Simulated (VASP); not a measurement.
Here is a VASP 6.6.1 calculation.

Contents of INCAR:

```
SYSTEM = V
ALGO = Normal
EDIFF = 1E-6
ENCUT = 520
GGA = PS
ISIF = 2
ISMEAR = -1
ISPIN = 2
LASPH = .True.
LCHARG = .True.
LELF = .True.
LMAXMIX = 4
LORBIT = 11
LREAL = .False.
LVHAR = .True.
LWAVE = .False.
MAGMOM = 3
NBANDS = 16
NELM = 150
NUPDOWN = 3.0
PREC = Accurate
SIGMA = 0.05
```

The input KPOINTS:

```
k-points
0
Gamma
  10 10 10
  0 0 0
```

POSCAR

```
V
1.0
   -1.5143500000      1.5143500000      1.5143500000
    1.5143500000     -1.5143500000      1.5143500000
    1.5143500000      1.5143500000     -1.5143500000
V
1
Direct
    0.0000000000      0.0000000000      0.0000000000
```

Potentials or basis: VASP PAW PBE potentials, release 64 (V_sv).

The run is started by

```bash
$ cat potpaw_PBE.64/V_sv/POTCAR > POTCAR
$ mpirun -np 1 vasp_std > vasp.out
```

(1) Predict the pressure.

Results:

(1) 31.2 GPa.

Caveat: the PAW data sets were made with another functional, which shifts forces and pressure a little; the total moment is fixed, so each spin has its own Fermi level.
